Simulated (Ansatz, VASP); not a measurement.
Pb in VASP and in Ansatz

```xyz
1
Lattice="0.0000 1.9023 1.9023 1.9023 0.0000 1.9023 1.9023 1.9023 0.0000" Properties=species:S:1:pos:R:3 pbc="T T T"
Pb    0.0000    0.0000    0.0000
```

Change from the starting cell: volume scaled by 0.43, PAW files.

Alike in both runs: task single point; functional PBE; k mesh 14 × 14 × 14; occupations fermi-dirac, width 0.05 eV; no spin polarisation.

```csv
,VASP,Ansatz
version,VASP 6.6.1,Ansatz 0.2.0
potentials or method,"VASP PAW PBE potentials, release 64 (Pb_d)","PAW with Ansatz's default frozen-core files, scalar-relativistic"
plane-wave cutoff (eV),500,420
valence electrons in the cell,14,14
```

```csv
,VASP,Ansatz,Ansatz less VASP
pressure (GPa),266.1,266.3,+0.23
```

Both programs put the cell under a high pressure, so it lies far from rest at this level. The functional is the same, so the differences come from potentials, cutoffs and numerics.

Spin-orbit coupling is off throughout. Noted on VASP's run: the cell as given lies far from equilibrium.
